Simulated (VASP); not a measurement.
# Ga (P6_3/mmc) in VASP: single point with r2SCAN

Aim: the single point of Ga with r2SCAN.

Program: VASP 6.6.1. These are calculated values, not measurements. Logs are shortened: lines on timing, memory, paths and dates and some standing lists are left out, and cuts for length are marked.

## 1. The cell of the first run

Symmetry: P6_3/mmc, No. 194, hexagonal system. Conventional cell: a = 2.908 Å, b = 2.908 Å, c = 9.781 Å, α = 90.00°, β = 90.00°, γ = 120.00°. Within 3.8 Å of Ga (site symmetry -3m) lie 12 Ga at 2.91 to 2.97 Å. Ga (site symmetry -6m2) has 12 Ga at 2.91 to 2.97 Å within 3.8 Å.

This isn't the form of Ga at room conditions, which is orthorhombic.

## 2. Single point, r2SCAN

Contents of POSCAR:

```
Ga
1.0
    2.9079130830      0.0000000000      0.0000000000
   -1.4539565415      2.5183266019      0.0000000000
    0.0000000000      0.0000000000      9.7808732645
Ga
4
Direct
    0.0000000000      0.0000000000      0.0000000000
    0.0000000000      0.0000000000      0.5000000000
    0.3333333333      0.6666666667      0.7500000000
    0.6666666667      0.3333333333      0.2500000000
```

Contents of INCAR.step1:

```
PREC     = Accurate       # precision mode
ENCUT    = 520            # plane-wave cutoff, eV
ISMEAR   = 0              # smearing method
SIGMA    = 0.1            # smearing width, eV
LREAL    = False          # projectors in reciprocal space
LASPH    = True           # aspherical terms in the spheres
NELM     = 60             # most SCF steps
NBANDS   = 34             # bands
GGA      = PE             # functional
ALGO     = Normal         # electronic algorithm
EDIFF    = 1E-4           # SCF threshold, eV
LWAVE    = True           # write WAVECAR
LCHARG   = False          # write CHGCAR
```

Contents of INCAR.step2:

```
PREC     = Accurate       # precision mode
ENCUT    = 520            # plane-wave cutoff, eV
EDIFF    = 1E-6           # SCF threshold, eV
ISMEAR   = 0              # smearing method
SIGMA    = 0.1            # smearing width, eV
LREAL    = False          # projectors in reciprocal space
LASPH    = True           # aspherical terms in the spheres
NELM     = 60             # most SCF steps
ALGO     = Normal         # electronic algorithm
ISIF     = 2              # what is computed and relaxed
LWAVE    = False          # write WAVECAR
LCHARG   = False          # write CHGCAR
METAGGA  = R2SCAN         # meta-GGA
LMIXTAU  = True         
NBANDS   = 34             # bands
ISTART   = 1
```

Contents of KPOINTS:

```
regular mesh
0
Gamma
  18 18 6
```

Potentials or basis: VASP PAW PBE potentials, release 64 (Ga_d).

Launch:

```
$ cat potpaw_PBE.64/Ga_d/POTCAR > POTCAR
$ cp INCAR.step1 INCAR
$ mpirun -np 1 vasp_std > vasp.out
$ cp INCAR.step2 INCAR
$ mpirun -np 1 vasp_std > vasp.out
```

OUTCAR:

```text
PREC = Accurate
   ENCUT = 520
   EDIFF = 1E-6
   ISMEAR = 0
   LREAL = False
   LASPH = True
   NELM = 60
   ISIF = 2
   METAGGA = R2SCAN
   ISTART = 1

 ion  position               nearest neighbor table
   1  0.000  0.000  0.000-
   2  0.000  0.000  0.500-
   3  0.333  0.667  0.750-
   4  0.667  0.333  0.250-

  LATTYP: Found a hexagonal cell.
 ALAT       =     2.9079130830
 C/A-ratio  =     3.3635370059

  Lattice vectors:

 A1 = (   2.9079130830,   0.0000000000,   0.0000000000)
 A2 = (  -1.4539565415,   2.5183266019,   0.0000000000)
 A3 = (   0.0000000000,   0.0000000000,   9.7808732645)

Analysis of symmetry for initial positions (statically):
=====================================================================
 Subroutine PRICEL returns:
 Original cell was already a primitive cell.

 Routine SETGRP: Setting up the symmetry group for a
 hexagonal supercell.

 Subroutine GETGRP returns: Found 24 space group operations
 (whereof 12 operations were pure point group operations)
 out of a pool of 24 trial point group operations.

The static configuration has the point symmetry D_3d.
 The point group associated with its full space group is D_6h.

Analysis of symmetry for dynamics (positions and initial velocities):
=====================================================================
 Subroutine PRICEL returns:
 Original cell was already a primitive cell.

 Routine SETGRP: Setting up the symmetry group for a
 hexagonal supercell.

 Subroutine GETGRP returns: Found 24 space group operations
 (whereof 12 operations were pure point group operations)
 out of a pool of 24 trial point group operations.

The dynamic configuration has the point symmetry D_3d.
 The point group associated with its full space group is D_6h.

 Subroutine INISYM returns: Found 24 space group operations
 (whereof 12 operations are pure point group operations),
 and found     1 'primitive' translations

----------------------------------------------------------------------------------------

                                     Primitive cell

  volume of cell :      71.6261

  direct lattice vectors                    reciprocal lattice vectors
     2.907913083  0.000000000  0.000000000     0.343889233  0.198544541  0.000000000
    -1.453956541  2.518326602  0.000000000     0.000000000  0.397089083  0.000000000
     0.000000000  0.000000000  9.780873265     0.000000000  0.000000000  0.102240360

  length of vectors
     2.907913083  2.907913083  9.780873265     0.397089083  0.397089083  0.102240360

  position of ions in fractional coordinates (direct lattice)
     0.000000000  0.000000000  0.000000000
     0.000000000  0.000000000  0.500000000
     0.333333333  0.666666667  0.750000000
     0.666666667  0.333333333  0.250000000

  ion indices of the primitive-cell ions
   primitive index   ion index
                 1           1
                 2           2
                 3           3
                 4           4

----------------------------------------------------------------------------------------

 KPOINTS: regular mesh

Automatic generation of k-mesh.
 Grid dimensions read from file:
 generate k-points for:   18   18    6

 Generating k-lattice:

  Cartesian coordinates                     Fractional coordinates (reciprocal lattice)
     0.019104957  0.011030252  0.000000000     0.055555556  0.000000000  0.000000000
     0.000000000  0.022060505  0.000000000     0.000000000  0.055555556  0.000000000
     0.000000000  0.000000000  0.017040060     0.000000000  0.000000000  0.166666667

  Length of vectors
     0.022060505  0.022060505  0.017040060

  Shift w.r.t. Gamma in fractional coordinates (k-lattice)
     0.000000000  0.000000000  0.000000000

 Subroutine IBZKPT returns following result:
 ===========================================

 Found    148 irreducible k-points:

 Following reciprocal coordinates:
            Coordinates               Weight
  0.000000  0.000000  0.000000      1.000000
  0.055556  0.000000  0.000000      6.000000
  0.111111  0.000000  0.000000      6.000000
  0.166667  0.000000  0.000000      6.000000
  0.222222  0.000000  0.000000      6.000000
  0.277778  0.000000  0.000000      6.000000
[... 16 lines left out ...]
  0.333333  0.111111  0.000000     12.000000
  0.388889  0.111111  0.000000     12.000000
 [... further k-points ...]
   k-points           NKPTS =    148   k-points in BZ     NKDIM =    148   number of bands    NBANDS=     34
   number of dos      NEDOS =    301   number of ions     NIONS =      4
   total plane-waves  NPLWV =  46080
   dimension x,y,z NGX =    24 NGY =   24 NGZ =   80
   dimension x,y,z NGXF=    48 NGYF=   48 NGZF=  160
   ions per type =               4
   NGX,Y,Z   is equivalent  to a cutoff of  13.72, 13.72, 13.60 a.u.
   NGXF,Y,Z  is equivalent  to a cutoff of  27.44, 27.44, 27.20 a.u.
 SYSTEM =  unknown system
   PREC   = accura    normal or accurate (medium, high low for compatibility)
   ISTART =      1    job   : 0-new  1-cont  2-samecut
   ICHARG =      0    charge: 1-file 2-atom 10-const
   ISPIN  =      1    spin polarized calculation?
   LNONCOLLINEAR =      F non collinear calculations
   LSORBIT =      F    spin-orbit coupling
   LASPH  =      T    aspherical Exc in radial PAW
   ENCUT  =  520.0 eV  38.22 Ry    6.18 a.u.   5.41  5.41 18.19*2*pi/ulx,y,z
   NELM   =     60;   NELMIN=  2; NELMDL=  0     # of ELM steps
   EDIFF  = 0.1E-05   stopping-criterion for ELM
   LREAL  =      F    real-space projection
[... 7 lines left out ...]
   TEBEG  =    0.0;   TEEND  =   0.0 temperature during run
   PSTRESS=    0.0 pullay stress
   NELECT =      52.0000    total number of electrons
   NUPDOWN=      -1.0000    fix difference up-down
   EMIN   =  10.00;   EMAX   =-10.00  energy-range for DOS
   EFERMI =   0.00;   METHOD = LEGACY
   ISMEAR =     0;   SIGMA  =   0.10  broadening in eV -4-tet -1-fermi 0-gaus
   EFERMI_NEDOS =   21; number of points for ismear=-14 and -15
   IALGO  =     38    algorithm
   IMIX   =      4    mixing-type and parameters
     AMIX     =   0.40;   BMIX     =  1.00
     AMIX_MAG =   1.60;   BMIX_MAG =  1.00
  volume/ion in A,a.u.               =      17.91       120.84
  Fermi-wavevector in a.u.,A,eV,Ry     =   1.471360  2.780467 29.455251  2.164900
  Thomas-Fermi vector in A             =   2.586505
   LORBIT       =      0    0 simple, 1 ext, 2 COOP (PROOUT), +10 PAW based schemes
   METAGGA = R2SCAN    functional components
   LHFCALC =     F    Hartree Fock is set to
   AEXX    =    0.0000 exact exchange contribution
   IVDW    =     0    specifies the selected vdW correction
   LEPSILON=     F    determine dielectric tensor
   LRPA    =     F    only Hartree local field effects (RPA)
 non-spin polarized calculation
 Gauss-broadening in eV      SIGMA  =   0.10
  energy-cutoff  :      520.00
  volume of cell :       71.63
 maximum number of plane-waves:      1980
 NGX is ok and might be reduce to    24
   NGX = 11   NGY = 11   NGZ = 37

 number of electron      51.9999956 magnetization

 Free energy of the ion-electron system (eV)
  ---------------------------------------------------
  ext. energy  EPLUGINS =         0.00000000
  ---------------------------------------------------
  free energy    TOTEN  =       -45.20571204 eV

  energy without entropy =      -45.19953447  energy(sigma->0) =      -45.20262325

 E-fermi :   5.9821     XC(G=0): -12.4872

 val. band max:        5.9783047127   @ k =   0.2778   0.2778   0.0000
 cond. band min:       6.0030428098   @ k =   0.2778   0.2778   0.0000
 fundamental gap:      0.0247380972
 Fermi energy:         5.9820567679

 k-point     1 :       0.0000    0.0000    0.0000
  band No.  band energies     occupation
      1      -9.6588      2.00000
      2      -9.6140      2.00000
      3      -9.5890      2.00000
      4      -9.5647      2.00000
      5      -9.5445      2.00000
      6      -9.5445      2.00000
[... 26 lines left out ...]
     33      18.4196      0.00000
     34      18.8339      0.00000

 k-point     2 :       0.0556    0.0000    0.0000
  band No.  band energies     occupation
      1      -9.6521      2.00000
      2      -9.6093      2.00000
      3      -9.5875      2.00000
      4      -9.5612      2.00000
      5      -9.5469      2.00000
      6      -9.5378      2.00000
[... 26 lines left out ...]
     33      18.0391      0.00000
     34      18.8100      0.00000

 k-point     3 :       0.1111    0.0000    0.0000
  band No.  band energies     occupation
      1      -9.6372      2.00000
      2      -9.5998      2.00000
      3      -9.5873      2.00000
      4      -9.5531      2.00000
      5      -9.5516      2.00000
      6      -9.5414      2.00000
[... 26 lines left out ...]
     33      17.2224      0.00000
     34      18.0003      0.00000

 k-point     4 :       0.1667    0.0000    0.0000
  band No.  band energies     occupation
      1      -9.6332      2.00000
      2      -9.5995      2.00000
      3      -9.5900      2.00000
      4      -9.5519      2.00000
      5      -9.5511      2.00000
      6      -9.5329      2.00000
[... 26 lines left out ...]
     33      16.3440      0.00000
     34      16.7124      0.00000

 k-point     5 :       0.2222    0.0000    0.0000
  band No.  band energies     occupation
      1      -9.6508      2.00000
      2      -9.6129      2.00000
      3      -9.6012      2.00000
      4      -9.5587      2.00000
      5      -9.5580      2.00000
      6      -9.5277      2.00000
[... 621 lines left out ...]
 k-point    22 :       0.2778    0.1111    0.0000
  band No.  band energies     occupation
      1      -9.6723      2.00000
      2      -9.6307      2.00000
      3      -9.6237      2.00000
      4      -9.6095      2.00000
      5      -9.5828      2.00000
      6      -9.5363      2.00000
[... 26 lines left out ...]
     33      11.8780      0.00000
     34      12.5986      0.00000

 k-point    23 :       0.3333    0.1111    0.0000
  band No.  band energies     occupation
      1      -9.6921      2.00000
      2      -9.6519      2.00000
      3      -9.6359      2.00000
      4      -9.6277      2.00000
      5      -9.6002      2.00000
      6      -9.5514      2.00000
[... 26 lines left out ...]
     33      11.6392      0.00000
     34      13.2414      0.00000

 k-point    24 :       0.3889    0.1111    0.0000
  band No.  band energies     occupation
      1      -9.7050      2.00000
      2      -9.6685      2.00000
      3      -9.6430      2.00000
      4      -9.6370      2.00000
      5      -9.6141      2.00000
      6      -9.5614      2.00000
[... 26 lines left out ...]
     33      11.1925      0.00000
     34      13.9872      0.00000

 [... further k-points ...]

------------------------ aborting loop because EDIFF is reached ----------------------------------------

  FORCE on cell =-STRESS in cart. coord.  units (eV):
  Direction    XX          YY          ZZ          XY          YZ          ZX
  --------------------------------------------------------------------------------------
  -------------------------------------------------------------------------------------
  Total       -0.0143726     -0.0143726      0.0386983      0.0000000     -0.0000000      0.0000000
  in kB       -0.3214949     -0.3214949      0.8656289      0.0000000     -0.0000000      0.0000000
  external PRESSURE =       0.0742131 kB  Pullay stress =       0.0000000 kB

 VOLUME and BASIS-vectors are now :
 -----------------------------------------------------------------------------
  energy-cutoff  :      520.00
  volume of cell :       71.63
      direct lattice vectors                 reciprocal lattice vectors
     2.907913083  0.000000000  0.000000000     0.343889233  0.198544541  0.000000000
    -1.453956541  2.518326602  0.000000000     0.000000000  0.397089083  0.000000000
     0.000000000  0.000000000  9.780873265     0.000000000  0.000000000  0.102240360

 POSITION                                       TOTAL-FORCE (eV/Angst)
 -----------------------------------------------------------------------------------
      0.00000      0.00000      0.00000        -0.000000      0.000000     -0.000000
      0.00000      0.00000      4.89044        -0.000000      0.000000     -0.000000
     -0.00000      1.67888      7.33565        -0.000000     -0.000000      0.000000
      1.45396      0.83944      2.44522         0.000000      0.000000     -0.000000
 -----------------------------------------------------------------------------------
    total drift:                                0.000000      0.000000     -0.000000

  FREE ENERGIE OF THE ION-ELECTRON SYSTEM (eV)
  ---------------------------------------------------
  free  energy   TOTEN  =       -45.2057120356 eV

  energy  without entropy=      -45.1995344737  energy(sigma->0) =      -45.20262325
```

Run time: 13 min. Hardware: 1 thread of AMD EPYC 9R45 (Zen 5), shared host; peak memory 0.36 GiB.

Results:

```
Free energy            : -45.2057 eV
Pressure               : 0.0 GPa
Band gap on the k mesh : zero (bands 26 and 27 overlap by 5.71 eV)
```

Stress tensor (GPa, compression positive):
```
-0.03  0.00  0.00
 0.00 -0.03  0.00
 0.00  0.00  0.09
```

Levels at points of the mesh, in eV from the Fermi level:
| k point | band 22 | band 23 | band 24 | band 25 | band 26 | band 27 | band 28 | band 29 | band 30 | band 31 |
| --- | --- | --- | --- | --- | --- | --- | --- | --- | --- | --- |
| (0.00, 0.00, 0.00) | -10.39 | -10.38 | -5.63 | -4.65 | 3.36 | 3.36 | 11.27 | 11.27 | 12.14 | 12.14 |
| (0.50, 0.00, 0.00) | -5.47 | -4.07 | -4.02 | -3.77 | -3.61 | 0.39 | 0.46 | 1.52 | 2.62 | 5.69 |
| (0.00, 0.00, 0.50) | -11.68 | -8.22 | -8.22 | -1.25 | -1.25 | 8.60 | 8.60 | 11.55 | 11.55 | 11.55 |
| (0.50, 0.00, 0.50) | -5.42 | -4.91 | -4.91 | -2.08 | -2.08 | -1.50 | -1.50 | 4.27 | 4.27 | 5.88 |

Caveat: the PAW data sets were made with another functional, which shifts forces and pressure a little.

The gap in the log of VASP goes by the Fermi energy; the results here count the filled bands.